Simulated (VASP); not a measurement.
TaN, 2 atoms in the cell. The typed cell holds 2 atoms: a = 2.938 Å, b = 2.951 Å, c = 2.883 Å, α = 90.21°, β = 90.57°, γ = 120.43°.  This cell differs from its parent crystal: equal xy, yz and zx shear strains of -1 %.

```yaml
Program: VASP 6.6.1
Task: electric field gradients
Functional: PBE
Potentials_or_basis: VASP PAW PBE potentials, release 64 (Ta_sv_GW, N)
Cutoff: 520 eV
k_mesh: 12 × 12 × 10
Occupations: fermi-dirac, width 0.02 eV
Spin: no spin polarisation
Dipole_correction: no
Further_INCAR_settings: ALGO = Normal; EDIFF = 1e-08; NBANDS = 16
```

Potentials or basis: VASP PAW PBE potentials, release 64 (Ta_sv_GW, N).

The run is started by

```console
$ cat potpaw_PBE.64/Ta_sv_GW/POTCAR potpaw_PBE.64/N/POTCAR > POTCAR
$ mpirun -np 1 vasp_std > vasp.out
```

Hardware: 1 thread of Intel(R) Xeon(R) 6975P-C (Granite Rapids), on a shared host.

Task: How long does it take, and how much memory?

Result: Run time: 75 s on 1 thread of Intel(R) Xeon(R) 6975P-C (Granite Rapids), on a shared host, peak memory 0.38 GiB. Counts: scf iterations 16, k points 724.
